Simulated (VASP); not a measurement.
Set up this calculation in VASP 6.6.1, as the native input.

* Task: single point
* Functional: LDA
* Potentials or basis: VASP PAW LDA potentials, release 64 (Al, N)
* Cutoff: 520 eV
* k mesh: 2 × 2 × 1
* Occupations: fermi-dirac, width 0.02 eV
* Spin: no spin polarisation
* Dipole correction: no
* Further INCAR settings: ALGO = Normal; EDIFF = 1e-06; NBANDS = 42

The structure of Al3N4 lies in POSCAR:

```
Al3N4
1.0
    5.3866780000      0.0000000000      0.0000000000
   -2.6933390000      5.2171280000      0.0000000000
    0.0000000000      0.0000000000     17.2778170000
Al N
6 8
Direct
    0.6666667000      0.0000000000      0.0578777000
    0.1666130596      0.5013006180      0.0608587010
    0.1551550524      0.0325252815      0.1346181422
    0.6540026767      0.5333604691      0.1338271617
    0.6841416533      0.0161220257      0.2080779856
    0.1765424169      0.5191355553      0.2139198937
    0.5316407232      0.6634678283      0.0494679577
    1.0323739074      0.1640008401      0.0509870796
    0.0393672938      0.6653719814      0.1347774622
    0.5404225141      0.1650431819      0.1334445587
    0.5467276421      0.6793333159      0.2181322321
    0.0497700090      0.1801115151      0.2197678362
    1.0262037944      0.6205610600      0.3108587043
    0.9708274738      0.6726084495      0.3667520133
```

One way to write it, as run:

INCAR

```
  PREC = Accurate
  ENCUT = 520
  EDIFF = 1E-6
  ISMEAR = -1
  SIGMA = 0.02
  LREAL = False
  LASPH = True
  NELM = 100
  ALGO = Normal
  ISIF = 2
  LWAVE = False
  LCHARG = False
  GGA = CA
  NBANDS = 42
```

KPOINTS

```
regular mesh
0
Gamma
  2 2 1
```

Potentials or basis: VASP PAW LDA potentials, release 64 (Al, N).

Command:

```sh
$ cat potpaw_LDA.64/Al/POTCAR potpaw_LDA.64/N/POTCAR > POTCAR
$ mpirun -np 1 vasp_std > vasp.out
```

It gave:

```yaml
Largest_force: 1.518 eV/Å
Band_gap_on_the_k_mesh: 0.98 eV, indirect (least direct gap 0.99 eV)
```

Caveat: the k points lie up to 0.66 Å⁻¹ apart; the standard files for N, O and F lose accuracy on very short bonds.

Run time: 120 s on 1 thread of Intel(R) Xeon(R) 6975P-C (Granite Rapids) (shared host), peak memory 0.44 GiB.
